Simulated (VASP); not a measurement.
# Co (P6_3/mmc) in VASP: further runs

Co is run at these levels: PBE, r2SCAN; tasks: electric field gradients.

All numbers are computed with VASP 6.6.1; they aren't measurements. Logs are shortened: lines on timing, memory, paths and dates and some standing lists are left out, and cuts for length are marked.

### 1 The cell of the first run

The structure is hexagonal, space group P6_3/mmc (No. 194). The conventional cell has a = 2.468 Å, b = 2.468 Å, c = 4.008 Å, α = 90.00°, β = 90.00°, γ = 120.00°. Co (site symmetry -6m2) has 12 Co at 2.46 to 2.47 Å within 3.2 Å.

### 2 Electric field gradients, PBE, collinear spin, ferromagnetic start (10.57 Å³/atom)

INCAR reads:

```
SYSTEM = Co
  PREC = Accurate
  ENCUT = 520
  EDIFF = 1E-8
  ISMEAR = -1
  SIGMA = 0.08
  LREAL = .FALSE.
  LASPH = .TRUE.
  NELM = 150
  ALGO = Normal
  ISIF = 2
  LWAVE = .FALSE.
  LCHARG = .FALSE.
  ISPIN = 2
  MAGMOM = 2 2
  LORBIT = 11
  LMAXMIX = 4
  GGA = PE
  LEFG = .TRUE.
  NBANDS = 20
```

KPOINTS reads:

```
Automatic mesh
0
G
  19 19 10
  0 0 0
```

POSCAR reads:

```
Co
1.0
    2.4680156958      0.0000000000      0.0000000000
   -1.2340078479      2.1373642896      0.0000000000
    0.0000000000      0.0000000000      4.0081971921
Co
2
Direct
    0.3333333333      0.6666666667      0.2500000000
    0.6666666667      0.3333333333      0.7500000000
```

Potentials or basis: VASP PAW PBE potentials, release 64 (Co).

Run with:

```console
> cat potpaw_PBE.64/Co/POTCAR > POTCAR
> mpirun -np 1 vasp_std > vasp.out
```

OUTCAR:

```text
SYSTEM = Co
   PREC = Accurate
   ENCUT = 520
   EDIFF = 1E-8
   ISMEAR = -1
   LREAL = .FALSE.
   LASPH = .TRUE.
   NELM = 150
   ISIF = 2
   ISPIN = 2
   LORBIT = 11
   GGA = PE

 ion  position               nearest neighbor table
   1  0.333  0.667  0.250-   2 2.46   2 2.46   2 2.46   2 2.46   2 2.46   2 2.46
   2  0.667  0.333  0.750-   1 2.46   1 2.46   1 2.46   1 2.46   1 2.46   1 2.46

  LATTYP: Found a hexagonal cell.
 ALAT       =     2.4680156958
 C/A-ratio  =     1.6240566050

  Lattice vectors:

 A1 = (   2.4680156958,   0.0000000000,   0.0000000000)
 A2 = (  -1.2340078479,   2.1373642896,   0.0000000000)
 A3 = (   0.0000000000,   0.0000000000,   4.0081971921)

Analysis of symmetry for initial positions (statically):
=====================================================================
 Subroutine PRICEL returns:
 Original cell was already a primitive cell.

 Routine SETGRP: Setting up the symmetry group for a
 hexagonal supercell.

 Subroutine GETGRP returns: Found 24 space group operations
 (whereof 12 operations were pure point group operations)
 out of a pool of 24 trial point group operations.

The static configuration has the point symmetry D_3d.
 The point group associated with its full space group is D_6h.

Analysis of symmetry for dynamics (positions and initial velocities):
=====================================================================
 Subroutine PRICEL returns:
 Original cell was already a primitive cell.

 Routine SETGRP: Setting up the symmetry group for a
 hexagonal supercell.

 Subroutine GETGRP returns: Found 24 space group operations
 (whereof 12 operations were pure point group operations)
 out of a pool of 24 trial point group operations.

The dynamic configuration has the point symmetry D_3d.
 The point group associated with its full space group is D_6h.

Analysis of structural, dynamic, and magnetic symmetry:
=====================================================================
 Subroutine PRICEL returns:
 Original cell was already a primitive cell.

 Routine SETGRP: Setting up the symmetry group for a
 hexagonal supercell.

 Subroutine GETGRP returns: Found 24 space group operations
 (whereof 12 operations were pure point group operations)
 out of a pool of 24 trial point group operations.

The overall configuration has the point symmetry D_3d.
 The point group associated with its full space group is D_6h.

 Subroutine INISYM returns: Found 24 space group operations
 (whereof 12 operations are pure point group operations),
 and found     1 'primitive' translations

----------------------------------------------------------------------------------------

                                     Primitive cell

  volume of cell :      21.1434

  direct lattice vectors                    reciprocal lattice vectors
     2.468015696  0.000000000  0.000000000     0.405183809  0.233932981  0.000000000
    -1.234007848  2.137364290  0.000000000     0.000000000  0.467865962  0.000000000
     0.000000000  0.000000000  4.008197192     0.000000000  0.000000000  0.249488723

  length of vectors
     2.468015696  2.468015696  4.008197192     0.467865962  0.467865962  0.249488723

  position of ions in fractional coordinates (direct lattice)
     0.333333333  0.666666667  0.250000000
     0.666666667  0.333333333  0.750000000

  ion indices of the primitive-cell ions
   primitive index   ion index
                 1           1
                 2           2

----------------------------------------------------------------------------------------

 KPOINTS: Automatic mesh

Automatic generation of k-mesh.
 Grid dimensions read from file:
 generate k-points for:   19   19   10
[... 62 lines left out ...]
   ENCUT  =  520.0 eV  38.22 Ry    6.18 a.u.   4.59  4.59  7.45*2*pi/ulx,y,z
   NELM   =    150;   NELMIN=  2; NELMDL= -5     # of ELM steps
   EDIFF  = 0.1E-07   stopping-criterion for ELM
   LREAL  =      F    real-space projection
   EDIFFG = 0.1E-06   stopping-criterion for IOM
   NSW    =      0    number of steps for IOM
   IBRION =     -1    ionic relax: 0-MD 1-quasi-New 2-CG
   NFREE  =      0    steps in history (QN), initial steepest desc. (CG)
   ISIF   =      2    stress and relaxation
   ISYM   =      2    0-nonsym 1-usesym 2-fastsym
   POTIM  = 0.5000    time-step for ionic-motion
   TEBEG  =    0.0;   TEEND  =   0.0 temperature during run
   PSTRESS=    0.0 pullay stress
   NELECT =      18.0000    total number of electrons
   NUPDOWN=      -1.0000    fix difference up-down
   EMIN   =  10.00;   EMAX   =-10.00  energy-range for DOS
   EFERMI =   0.00;   METHOD = LEGACY
   ISMEAR =    -1;   SIGMA  =   0.08  broadening in eV -4-tet -1-fermi 0-gaus
   EFERMI_NEDOS =   21; number of points for ismear=-14 and -15
   IALGO  =     38    algorithm
   IMIX   =      4    mixing-type and parameters
     AMIX     =   0.40;   BMIX     =  1.00
     AMIX_MAG =   1.60;   BMIX_MAG =  1.00
  volume/ion in A,a.u.               =      10.57        71.34
  Fermi-wavevector in a.u.,A,eV,Ry     =   1.551579  2.932059 32.754619  2.407397
  Thomas-Fermi vector in A             =   2.656078
   LORBIT       =     11    0 simple, 1 ext, 2 COOP (PROOUT), +10 PAW based schemes
   GGA     = PE    functional components
   LHFCALC =     F    Hartree Fock is set to
   AEXX    =    0.0000 exact exchange contribution
   IVDW    =     0    specifies the selected vdW correction
   LEPSILON=     F    determine dielectric tensor
   LRPA    =     F    only Hartree local field effects (RPA)
 spin polarized calculation
  energy-cutoff  :      520.00
  volume of cell :       21.14
 maximum number of plane-waves:       584
   NGX =  9   NGY =  9   NGZ = 15

 number of electron      17.9999984 magnetization       3.1644644

 Free energy of the ion-electron system (eV)
  ---------------------------------------------------
  ext. energy  EPLUGINS =         0.00000000
  ---------------------------------------------------
  free energy    TOTEN  =       -14.08069802 eV

  energy without entropy =      -14.04268862  energy(sigma->0) =      -14.06169332

 E-fermi :  10.6239     XC(G=0): -13.5572

 val. band max:       10.6233716845   @ k =   0.2105   0.1579   0.4000
 cond. band min:      10.6254531003   @ k =   0.1053   0.0000   0.2000
 fundamental gap:      0.0020814158
 Fermi energy:        10.6239254239

 spin component 1

 k-point     1 :       0.0000    0.0000    0.0000
  band No.  band energies     occupation
      1       1.5674      1.00000
      2       5.3785      1.00000
      3       7.9676      1.00000
      4       8.0130      1.00000
      5       8.0130      1.00000
      6       8.3337      1.00000
[... 541 lines left out ...]
     19      34.4024      0.00000
     20      36.1167      0.00000

 [... further k-points ...]

 spin component 2

 k-point     1 :       0.0000    0.0000    0.0000
  band No.  band energies     occupation
      1       1.5662      1.00000
      2       6.3001      1.00000
      3       9.5655      1.00000
      4       9.6195      1.00000
      5       9.6195      1.00000
      6       9.9932      0.99962
[... 541 lines left out ...]
     19      34.7272      0.00000
     20      36.4688      0.00000

 [... further k-points ...]

------------------------ aborting loop because EDIFF is reached ----------------------------------------

  FORCE on cell =-STRESS in cart. coord.  units (eV):
  Direction    XX          YY          ZZ          XY          YZ          ZX
  --------------------------------------------------------------------------------------
  -------------------------------------------------------------------------------------
  Total        0.7647412      0.7647412      0.5714128      0.0000000      0.0000000      0.0000000
  in kB       57.9494745     57.9494745     43.2997077      0.0000000      0.0000000      0.0000000
  external PRESSURE =      53.0662189 kB  Pullay stress =       0.0000000 kB

 VOLUME and BASIS-vectors are now :
 -----------------------------------------------------------------------------
  energy-cutoff  :      520.00
  volume of cell :       21.14
      direct lattice vectors                 reciprocal lattice vectors
     2.468015696  0.000000000  0.000000000     0.405183809  0.233932981  0.000000000
    -1.234007848  2.137364290  0.000000000     0.000000000  0.467865962  0.000000000
     0.000000000  0.000000000  4.008197192     0.000000000  0.000000000  0.249488723

 POSITION                                       TOTAL-FORCE (eV/Angst)
 -----------------------------------------------------------------------------------
     -0.00000      1.42491      1.00205        -0.000000      0.000000      0.000000
      1.23401      0.71245      3.00615         0.000000     -0.000000      0.000000
 -----------------------------------------------------------------------------------
    total drift:                               -0.000000      0.000000     -0.000000

  FREE ENERGIE OF THE ION-ELECTRON SYSTEM (eV)
  ---------------------------------------------------
  free  energy   TOTEN  =       -14.0806980198 eV

  energy  without entropy=      -14.0426886247  energy(sigma->0) =      -14.06169332

 Electric field gradients (V/A^2)
---------------------------------------------------------------------
 ion       V_xx      V_yy      V_zz      V_xy      V_xz      V_yz
---------------------------------------------------------------------
   1       1.308     1.309    -2.617     0.001     0.000     0.000
   2       1.308     1.309    -2.617     0.001     0.000     0.000
---------------------------------------------------------------------

 Electric field gradients after diagonalization (V/A^2)
 (convention: |V_zz| > |V_xx| > |V_yy|)
----------------------------------------------------------------------
 ion       V_xx      V_yy      V_zz     asymmetry (V_yy - V_xx)/ V_zz
----------------------------------------------------------------------
   1       1.310     1.307    -2.617       0.001
   2       1.310     1.307    -2.617       0.001
----------------------------------------------------------------------

           NMR quadrupolar parameters

 Cq : quadrupolar parameter    Cq=e*Q*V_zz/h
 eta: asymmetry parameters     (V_yy - V_xx)/ V_zz
 Q  : nuclear electric quadrupole moment in mb (millibarn)
----------------------------------------------------------------------
 ion       Cq(MHz)       eta       Q (mb)
----------------------------------------------------------------------
   1      -0.006       0.001       1.000
   2      -0.006       0.001       1.000
----------------------------------------------------------------------

 total charge

# of ion       s       p       d       tot
------------------------------------------
    1        0.500   0.544   7.281   8.325
    2        0.500   0.544   7.281   8.325
--------------------------------------------------
tot          0.999   1.088  14.563  16.650

 magnetization (x)

# of ion       s       p       d       tot
------------------------------------------
    1       -0.015  -0.054   1.667   1.597
    2       -0.015  -0.054   1.667   1.597
--------------------------------------------------
tot         -0.030  -0.109   3.334   3.194
```

It took 85 s on 1 thread of Intel Xeon 6975P-C (Granite Rapids), shared host; peak memory 0.25 GiB.

Results:

- Free energy: -14.0807 eV
- Pressure: 5.3 GPa
- Net moment: 3.16 μB per cell
- Site moments: Co +1.60 μB
- Largest electric field gradient by atom: Co -2.6 V/Å²
- Valence electrons inside the program's atomic spheres: Co 8.32

Electric field gradients, principal values (V/Å²):
| atom | least | middle | greatest (by size) |
| --- | --- | --- | --- |
| 1 Co | 1.307 | 1.310 | -2.617 |
| 2 Co | 1.307 | 1.310 | -2.617 |

Caveat: the cell stands under pressure; without QUAD_EFG the Cq values of the log hold for a quadrupole moment of 1 mb, not for the nuclei.

(Part 1 of 2 ends here.)
